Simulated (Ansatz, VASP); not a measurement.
# BaTiO3 in VASP and in Ansatz

Contents of POSCAR:

```
BaTiO3
1.0
   -8.0245120000      0.0000000000      0.0000000000
    0.0000000000     -2.8559450600      2.8642504500
    0.0000000000      2.8559450600      2.8642504500
Ba Ti O
2 2 6
Direct
    0.0000000000      0.0000000000      0.0000000000
    0.5000000000      0.0000000000      0.0000000000
    0.2500000000      0.5124000000      0.5124000000
    0.7500000000      0.5124000000      0.5124000000
    0.0000000000      0.4874000000      0.4874000000
    0.5000000000      0.4874000000      0.4874000000
    0.2500000000      0.9918400000      0.5052400000
    0.7500000000      0.9918400000      0.5052400000
    0.2500000000      0.5052400000      0.9918400000
    0.7500000000      0.5052400000      0.9918400000
```

The input INCAR.step1:

```
PREC = Accurate ; ENCUT = 520
ISMEAR = -1 ; SIGMA = 0.1
LREAL = False ; LASPH = True
NELM = 150 ; ISPIN = 2
MAGMOM = 0 0 0 0 0 0 0 0 0 0 ; LMAXMIX = 4
LDAU = True ; LDAUTYPE = 2
LDAUL = -1 2 -1 ; LDAUU = 0 2.28 0
LDAUJ = 0 0 0 ; NBANDS = 55
GGA = PE ; ALGO = Normal
EDIFF = 1E-4 ; LWAVE = True
LCHARG = False
```

Contents of INCAR.step2:

```
PREC = Accurate ; ENCUT = 520
EDIFF = 1E-6 ; ISMEAR = -1
SIGMA = 0.1 ; LREAL = False
LASPH = True ; NELM = 150
ALGO = Normal ; ISIF = 2
LWAVE = False ; LCHARG = False
ISPIN = 2 ; MAGMOM = 0 0 0 0 0 0 0 0 0 0
LORBIT = 11 ; LMAXMIX = 4
LDAU = True ; LDAUTYPE = 2
LDAUL = -1 2 -1 ; LDAUU = 0 2.28 0
LDAUJ = 0 0 0 ; LDAUPRINT = 1
METAGGA = R2SCAN ; LMIXTAU = True
NBANDS = 55 ; ISTART = 1
```

KPOINTS

```
regular mesh
0
Gamma
  3 5 5
```

Input for Ansatz:

```yaml
crystal:
  lattice:
    - [-8.024512, 0.0, 0.0]
    - [0.0, -2.85594506, 2.86425045]
    - [0.0, 2.85594506, 2.86425045]
  atoms:
    - { symbol: Ba, position: [0.0, 0.0, 0.0] }
    - { symbol: Ba, position: [0.5, 0.0, 0.0] }
    - { symbol: Ti, position: [0.25, 0.5124, 0.5124] }
    - { symbol: Ti, position: [0.75, 0.5124, 0.5124] }
    - { symbol: O, position: [0.0, 0.4874, 0.4874] }
    - { symbol: O, position: [0.5, 0.4874, 0.4874] }
    - { symbol: O, position: [0.25, 0.99184, 0.50524] }
    - { symbol: O, position: [0.75, 0.99184, 0.50524] }
    - { symbol: O, position: [0.25, 0.50524, 0.99184] }
    - { symbol: O, position: [0.75, 0.50524, 0.99184] }
kpoints:
  mp_grid: { grid: [3, 5, 5], shift: [0, 0, 0] }
  band_path:
    path:
      - [0.0, 0.0, 0.0]
      - [0.0, 0.5, 0.5]
      - [0.0, 0.49855227, 0.50144773]
      - [0.0, -0.49855227, 0.49855227]
      - [0.0, 0.0, 0.0]
      - [-1.0, 0.0, 0.0]
      - [-1.0, -0.49855227, 0.49855227]
      - [-1.0, 0.49855227, 0.50144773]
      - [-1.0, 0.5, 0.5]
      - [0.0, 0.5, 0.5]
      - [0.0, 0.0, 0.0]
    npoints: 6
magnetization:
  spin_polarized: true
scf:
  occupations: { method: fermi_dirac }
  lower_state_search: "off"
  max_iter: 200
hamiltonian:
  pseudopotentials: { kind: paw }
  xc: r2scan
  hubbard:
    projectors: all-electron-ortho-atomic
    sites: [{ species: Ti, l: d, u_eff: 2.28 }]
basis:
  ecutwfc: 500
  fft_grid_basis: typed
output:
  forces: true
  stress: true
  eigenvalues: true
  bader: true
  populations: true
  elf: true
  write_potential: true
  volumetric_format: npy
  dos:
    e_range: [-12, 8]
    de: 0.05
    projected: { site_lists: { Ba: [Ba], O: [O], Ti: [Ti] } }
checkpoint:
  read: saved_state
```

Alike in both runs: task single point; functional r2SCAN; k mesh 3 × 5 × 5; collinear spin; Hubbard terms Ti d U = 2.28 eV.

```csv
,VASP,Ansatz
version,VASP 6.6.1,Ansatz 0.2.0
potentials or method,"VASP PAW PBE potentials, release 64 (Ba_sv, Ti_sv, O), cutoff 520 eV",PAW plane waves
occupations,"fermi-dirac, width 0.1 eV",fermi-dirac
valence electrons in the cell,80,80
```

```tsv
	VASP	Ansatz	Ansatz less VASP
pressure (GPa)	-0.7	-3.6	-2.90
traceless stress, the component that is largest in VASP (GPa)	-0.39	-0.38	+0.002
rms of the force components (eV/Å)	0.114	0.145	+0.0312
net moment per atom (μB)	0.00	0.00	0.000
```

VASP's potentials were made for PBE, not for r2SCAN. The programs project onto different local orbitals, so the same U acts differently, and such runs can settle in different states. Atom by atom the forces differ by 0.103 eV/Å (rms over components). Ansatz's warnings: no starting moments.

Neither program's run includes spin-orbit coupling.
